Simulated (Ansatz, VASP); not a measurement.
Mg in VASP and in Ansatz

```
CELL_PARAMETERS angstrom
-1.83555 1.83555 1.90945
1.83555 -1.83555 1.90945
1.83555 1.83555 -1.90945
ATOMIC_POSITIONS crystal
Mg 0.00000 0.00000 0.00000
```

Alike in both runs: task single point; functional PBE; k mesh 18 × 18 × 18; occupations gaussian, width 0.15 eV; no spin polarisation.

|  | VASP | Ansatz |
| --- | --- | --- |
| version | VASP 6.6.1 | Ansatz 0.2.0 |
| potentials or method | VASP PAW PBE potentials, release 64 (Mg), cutoff 520 eV | scalar-relativistic, plane waves, PAW |
| valence electrons in the cell | 2 | 10 |

```tsv
	VASP	Ansatz	Ansatz less VASP
gap on the k mesh at the Fermi level (eV)	none	none	-
pressure (GPa)	-3.3	-3.2	+0.11
traceless stress, the component that is largest in VASP (GPa)	0.14	0.14	-0.001
```

A gap of «none» marks a metal or a gap that the smearing closes. VASP's potentials hold 2 valence electrons a cell and Ansatz's 10, so a difference there can come from the potentials and not from the codes.
